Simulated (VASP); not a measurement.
# MoS2: single point with PBE

Crystal: MoS2.

```
Mo S
1.0
     3.21070    0.00000    0.00000
    -1.60535    2.78055    0.00000
     0.00000    0.00000   12.48618
Mo S
2 4
Direct
  0.33333 0.66667 0.25000
  0.66667 0.33333 0.75000
  0.33333 0.66667 0.62300
  0.66667 0.33333 0.12300
  0.33333 0.66667 0.87700
  0.66667 0.33333 0.37700
```

* Program: VASP 6.6.1
* Task: single point
* Functional: PBE
* Potentials or basis: VASP PAW PBE potentials, release 64 (Mo_sv, S)
* Cutoff: 520 eV
* k mesh: 8 × 8 × 2
* Occupations: methfessel-paxton, width 0.15 eV
* Spin: no spin polarisation
* Dipole correction: no
* Further INCAR settings: ALGO = Normal; EDIFF = 1e-06; NBANDS = 35

- Pressure: -3.6 GPa
- Largest force: 0.661 eV/Å
- Band gap on the k mesh: 1.01 eV, indirect (least direct gap 1.83 eV)

Forces in eV/Å, atoms in the order of the input:
```
Mo   0.000  0.000  0.000
Mo   0.000  0.000  0.000
S    0.000  0.000  0.661
S    0.000  0.000  0.661
S    0.000  0.000 -0.661
S    0.000  0.000 -0.661
```

Stress tensor (GPa, compression positive):
```
-3.51  0.00  0.00
 0.00 -3.51  0.00
 0.00  0.00 -3.78
```

Levels at points of the mesh, in eV from the valence-band top:
| k point | band 22 | band 23 | band 24 | band 25 | band 26 | band 27 | band 28 | band 29 | band 30 | band 31 |
| --- | --- | --- | --- | --- | --- | --- | --- | --- | --- | --- |
| (0.00, 0.00, 0.00) | -2.00 | -2.00 | -1.15 | -1.01 | 0.00 | 2.05 | 2.05 | 2.08 | 2.08 | 2.18 |
| (0.50, 0.00, 0.00) | -2.38 | -1.66 | -1.47 | -1.29 | -1.17 | 1.56 | 1.60 | 1.94 | 2.17 | 2.80 |
| (0.00, 0.00, 0.50) | -2.03 | -2.03 | -2.03 | -0.24 | -0.24 | 2.06 | 2.06 | 2.06 | 2.06 | 2.26 |
| (0.50, 0.00, 0.50) | -2.51 | -1.56 | -1.56 | -1.22 | -1.22 | 1.57 | 1.57 | 2.07 | 2.07 | 3.15 |

Run time: 62 s on 1 thread of Intel(R) Xeon(R) Platinum 8175M CPU @ 2.50GHz (Skylake/Cascade Lake), on a shared host, peak memory 0.25 GiB.

Caveat: this functional lacks dispersion, which binds the layers, so the pressure and a relaxed spacing across them are unreliable. A k mesh can miss the band edges.
